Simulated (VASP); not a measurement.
NiO:

```xyz
2
Lattice="0.0000 2.0859 2.0859 2.0859 0.0000 2.0859 2.0859 2.0859 0.0000" Properties=species:S:1:pos:R:3 pbc="T T T"
Ni    0.0000    0.0000    0.0000
O     2.0859    2.0859    2.0859
```

```yaml
Program: VASP 6.6.1
Task: relaxation of cell and atoms
Functional: RPBE
Dispersion: D4
Potentials_or_basis: VASP PAW PBE potentials, release 64 (Ni, O)
Cutoff: 600 eV
k_mesh: 11 × 11 × 11
Occupations: fermi-dirac, width 0.05 eV
Spin: collinear spin, ferromagnetic start
Starting_moments: "[1.0, 0.0] μB"
```

At the start: pressure 3.3 GPa; volume 9.08 Å³/atom.

**Question.** How do energy, volume and symmetry change on relaxing?

**Answer.** Over 15 steps the energy falls by 75.8 meV/atom and the volume is 9.43 Å³/atom (+3.9 %); space group Fm-3m (No. 225, to 0.1 Å) before and after; moment 1.87 μB per cell.

Step by step:
| step | energy change (eV) | largest force (eV/Å) | pressure (GPa) | volume (Å³) |
| --- | --- | --- | --- | --- |
| 1 | 0.0000 | 0.0000 | 3.31 | 18.15 |
| 2 | -0.0135 | 0.0000 | 59.52 | 18.65 |
| 3 | -0.0743 | 0.0000 | -13.82 | 20.20 |
| 4 | -0.0998 | 0.0000 | -11.67 | 19.88 |
| 5 | -0.1376 | 0.0000 | -7.51 | 19.26 |
| 6 | -0.1497 | 0.0000 | -4.86 | 18.95 |
| 7 | -0.1466 | 0.0000 | 37.44 | 18.80 |
| 8 | -0.1503 | 0.0000 | -4.61 | 18.93 |
| 9 | -0.1516 | 0.0000 | -0.52 | 18.87 |
| 10 | -0.1515 | 0.0000 | 2.49 | 18.85 |
| 11 | -0.1405 | 0.0000 | -7.09 | 19.19 |
| 12 | -0.1501 | 0.0000 | -4.67 | 18.94 |
| 13 | -0.1515 | 0.0000 | -2.36 | 18.88 |
| 14 | -0.1516 | 0.0000 | -0.48 | 18.87 |
| 15 | -0.1516 | 0.0000 | -0.20 | 18.86 |

Final structure:
```
Ni O
1.0
     0.00000    2.11286    2.11286
     2.11286    0.00000    2.11286
     2.11286    2.11286    0.00000
Ni O
1 1
Direct
  0.00000 0.00000 0.00000
  0.50000 0.50000 0.50000
```

Caveat: the PAW data sets were made with another functional, which shifts forces and pressure a little; a cell with one magnetic atom can't hold antiferromagnetic order, which such compounds often take.
